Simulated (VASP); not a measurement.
# C in VASP: single point with PBE+D3(BJ)

Aim: the single point of C with PBE+D3(BJ).

Everything below comes from runs of VASP 6.6.1. Logs are shortened: lines on timing, memory, paths and dates and some standing lists are left out, and cuts for length are marked.

**1. The cell of the first run**

The cell holds a slab with vacuum, 4 atoms: a = 2.466 Å, b = 2.466 Å, c = 17.500 Å, α = 90.00°, β = 90.00°, γ = 120.00°.

**2. Single point, PBE+D3(BJ) (layers slid over each other)**

The input, INCAR:

```
  PREC = Accurate
  ENCUT = 520
  EDIFF = 1E-6
  ISMEAR = 0
  SIGMA = 0.1
  LREAL = False
  LASPH = True
  NELM = 60
  ALGO = Normal
  ISIF = 2
  LWAVE = False
  LCHARG = False
  LDIPOL = True
  IDIPOL = 3
  DIPOL = 0.5 0.5 0.345
  GGA = PE
  IVDW = 12
  NBANDS = 16
```

The input, KPOINTS:

```
regular mesh
0
Gamma
  15 15 1
```

The input, POSCAR:

```
C
1.0
    2.4656677093      0.0000000000      0.0000000000
   -1.2328338546      2.1353308736      0.0000000000
    0.0000000000      0.0000000000     17.5000661151
C
4
Direct
    0.6666666667      0.3333333333      0.2571437747
    0.3333333333      0.6666666667      0.2571418857
    0.6666666667      0.5000000000      0.4320021459
    1.0000000000      0.1666666667      0.4320002569
```

Potentials or basis: VASP PAW PBE potentials, release 64 (C).

On the command line:

```bash
> cat potpaw_PBE.64/C/POTCAR > POTCAR
> mpirun -np 1 vasp_std > vasp.out
```

OUTCAR:

```text
PREC = Accurate
   ENCUT = 520
   EDIFF = 1E-6
   ISMEAR = 0
   LREAL = False
   LASPH = True
   NELM = 60
   ISIF = 2
   GGA = PE
   IVDW = 12
 IVDW          = 12

 ion  position               nearest neighbor table
   1  0.667  0.333  0.257-   2 1.42   2 1.42   2 1.42
   2  0.333  0.667  0.257-   1 1.42   1 1.42   1 1.42
   3  0.667  0.500  0.432-   4 1.42   4 1.42   4 1.42
   4  0.000  0.167  0.432-   3 1.42   3 1.42   3 1.42

  LATTYP: Found a hexagonal cell.
 ALAT       =     2.4656677093
 C/A-ratio  =     7.0974957611

  Lattice vectors:

 A1 = (   2.4656677093,   0.0000000000,   0.0000000000)
 A2 = (  -1.2328338546,   2.1353308736,   0.0000000000)
 A3 = (   0.0000000000,   0.0000000000,  17.5000661151)

Analysis of symmetry for initial positions (statically):
=====================================================================
 Subroutine PRICEL returns:
 Original cell was already a primitive cell.

 Routine SETGRP: Setting up the symmetry group for a
 hexagonal supercell.

 Subroutine GETGRP returns: Found  2 space group operations
 (whereof  1 operations were pure point group operations)
 out of a pool of 24 trial point group operations.

The static configuration has the point symmetry C_1 .
 The point group associated with its full space group is S_2 .

Analysis of symmetry for dynamics (positions and initial velocities):
=====================================================================
 Subroutine PRICEL returns:
 Original cell was already a primitive cell.

 Routine SETGRP: Setting up the symmetry group for a
 hexagonal supercell.

 Subroutine GETGRP returns: Found  2 space group operations
 (whereof  1 operations were pure point group operations)
 out of a pool of 24 trial point group operations.

The dynamic configuration has the point symmetry C_1 .
 The point group associated with its full space group is S_2 .

 Subroutine INISYM returns: Found  2 space group operations
 (whereof  1 operations are pure point group operations),
 and found     1 'primitive' translations

----------------------------------------------------------------------------------------

                                     Primitive cell

  volume of cell :      92.1381

  direct lattice vectors                    reciprocal lattice vectors
     2.465667709  0.000000000  0.000000000     0.405569654  0.234155749  0.000000000
    -1.232833855  2.135330874  0.000000000     0.000000000  0.468311498  0.000000000
     0.000000000  0.000000000 17.500066115     0.000000000  0.000000000  0.057142641

  length of vectors
     2.465667709  2.465667709 17.500066115     0.468311498  0.468311498  0.057142641

  position of ions in fractional coordinates (direct lattice)
     0.666666667  0.333333333  0.257143775
[... 97 lines left out ...]
   ISMEAR =     0;   SIGMA  =   0.10  broadening in eV -4-tet -1-fermi 0-gaus
   EFERMI_NEDOS =   21; number of points for ismear=-14 and -15
   IALGO  =     38    algorithm
   IMIX   =      4    mixing-type and parameters
     AMIX     =   0.40;   BMIX     =  1.00
     AMIX_MAG =   1.60;   BMIX_MAG =  1.00
  volume/ion in A,a.u.               =      23.03       155.44
  Fermi-wavevector in a.u.,A,eV,Ry     =   0.913345  1.725972 11.349976  0.834200
  Thomas-Fermi vector in A             =   2.037846
   LORBIT       =      0    0 simple, 1 ext, 2 COOP (PROOUT), +10 PAW based schemes
   GGA     = PE    functional components
   LHFCALC =     F    Hartree Fock is set to
   AEXX    =    0.0000 exact exchange contribution
   IVDW    =    12    specifies the selected vdW correction
   LEPSILON=     F    determine dielectric tensor
   LRPA    =     F    only Hartree local field effects (RPA)
 non-spin polarized calculation
 Gauss-broadening in eV      SIGMA  =   0.10
  energy-cutoff  :      520.00
  volume of cell :       92.14
 maximum number of plane-waves:      2521
   NGX =  9   NGY =  9   NGZ = 65

 dipolmoment           0.000000      0.000000      0.000164 electrons x Angstroem

 number of electron      15.9999998 magnetization

 dipolmoment           0.000000      0.000000     -0.000258 electrons x Angstroem

 Free energy of the ion-electron system (eV)
  ---------------------------------------------------
  ext. energy  EPLUGINS =         0.00000000
  ---------------------------------------------------
  free energy    TOTEN  =       -36.80941680 eV

  energy without entropy =      -36.80938222  energy(sigma->0) =      -36.80939951

 E-fermi :  -0.8820     XC(G=0):  -4.3725

 val. band max:       -1.0655410109   @ k =   0.3333   0.3333   0.0000
 cond. band min:      -0.6985369882   @ k =   0.3333   0.3333   0.0000
 fundamental gap:      0.3670040227
 Fermi energy:        -0.8820390083

 k-point     1 :       0.0000    0.0000    0.0000
  band No.  band energies     occupation
      1     -20.5260      2.00000
      2     -20.2283      2.00000
      3      -9.1882      2.00000
      4      -7.6868      2.00000
      5      -3.9017      2.00000
      6      -3.8878      2.00000
[... 433 lines left out ...]
      3      -8.8065      2.00000
      4      -7.3214      2.00000
      5      -5.0501      2.00000
      6      -5.0194      2.00000
[... 8 lines left out ...]
     15       7.7312      0.00000
     16       8.5614      0.00000

 [... further k-points ...]

------------------------ aborting loop because EDIFF is reached ----------------------------------------

 vacuum level on the upper side and lower side of the slab       (xc-potential included)        -0.171        -0.164

 Edisp (eV)   -0.50988

 E8    (eV) :    -0.1540

  FORCE on cell =-STRESS in cart. coord.  units (eV):
  Direction    XX          YY          ZZ          XY          YZ          ZX
  --------------------------------------------------------------------------------------
  -------------------------------------------------------------------------------------
  Total       0.10857     0.01331     0.65710    -0.01811    -0.05176     0.07943
  in kB       1.88792     0.23152    11.42626    -0.31495    -0.89999     1.38127
  external pressure =        4.52 kB  Pullay stress =        0.00 kB

 VOLUME and BASIS-vectors are now :
 -----------------------------------------------------------------------------
  energy-cutoff  :      520.00
  volume of cell :       92.14
      direct lattice vectors                 reciprocal lattice vectors
     2.465667709  0.000000000  0.000000000     0.405569654  0.234155749  0.000000000
    -1.232833855  2.135330874  0.000000000     0.000000000  0.468311498  0.000000000
     0.000000000  0.000000000 17.500066115     0.000000000  0.000000000  0.057142641

 POSITION                                       TOTAL-FORCE (eV/Angst)
 -----------------------------------------------------------------------------------
      1.23283      0.71178      4.50003        -0.011754      0.009338     -0.097264
     -0.00000      1.42355      4.50000        -0.014213      0.007575     -0.125815
      1.02736      1.06767      7.56007         0.011754     -0.009338      0.097264
     -0.20547      0.35589      7.56003         0.014213     -0.007575      0.125815
 -----------------------------------------------------------------------------------
    total drift:                               -0.000001      0.000011     -0.058977

  FREE ENERGIE OF THE ION-ELECTRON SYSTEM (eV)
  ---------------------------------------------------
  free  energy   TOTEN  =       -37.3192933982 eV

  energy  without entropy=      -37.3192588120  energy(sigma->0) =      -37.31927611

 vacuum level on the upper side and lower side of the slab         3.358         3.366
```

Run time: 4 min. Hardware: 1 thread of AMD EPYC 7R13, shared host; peak memory 0.25 GiB.

What came out:

```
Free energy                : -37.3193 eV
Largest force              : 0.127 eV/Å
Dispersion energy per atom : -0.127 eV
```

Forces in eV/Å, atoms in the order of the input:
```
C   -0.012  0.009 -0.097
C   -0.014  0.008 -0.126
C    0.012 -0.009  0.097
C    0.014 -0.008  0.126
```

Caveat: the cell differs from its parent crystal (layers slid over each other).
